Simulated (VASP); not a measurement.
A run of VASP 6.6.1:

The input INCAR:

```
  PREC = Accurate
  ENCUT = 520
  EDIFF = 1E-6
  ISMEAR = 0
  SIGMA = 0.2
  LREAL = F
  LASPH = T
  NELM = 100
  ALGO = Normal
  ISIF = 2
  LWAVE = F
  LCHARG = T
  GGA = PS
  LELF = T
  LVHAR = T
  NBANDS = 11
```

The input KPOINTS:

```
regular mesh
0
Gamma
  14 14 14
```

The input POSCAR:

```
Si
1.0
   -2.3713723000      2.3713723000      1.3292653900
    2.3713723000     -2.3713723000      1.3292653900
    2.3713723000      2.3713723000     -1.3292653900
Si
2
Direct
    0.2500000000      0.7500000000      0.5000000000
    0.5000000000      0.5000000000      0.0000000000
```

Potentials or basis: VASP PAW PBE potentials, release 64 (Si).

Command:

```console
$ cat potpaw_PBE.64/Si/POTCAR > POTCAR
$ mpirun -np 1 vasp_std > vasp.out
```

Hardware: 1 thread of AMD EPYC 7R13 Processor (Zen 3), on a shared host.

Estimate the wall time of this run.

Wall time 47 s on 1 thread of AMD EPYC 7R13 Processor (Zen 3), on a shared host, peak memory 0.16 GiB. Counts: scf iterations 10, k points 244.
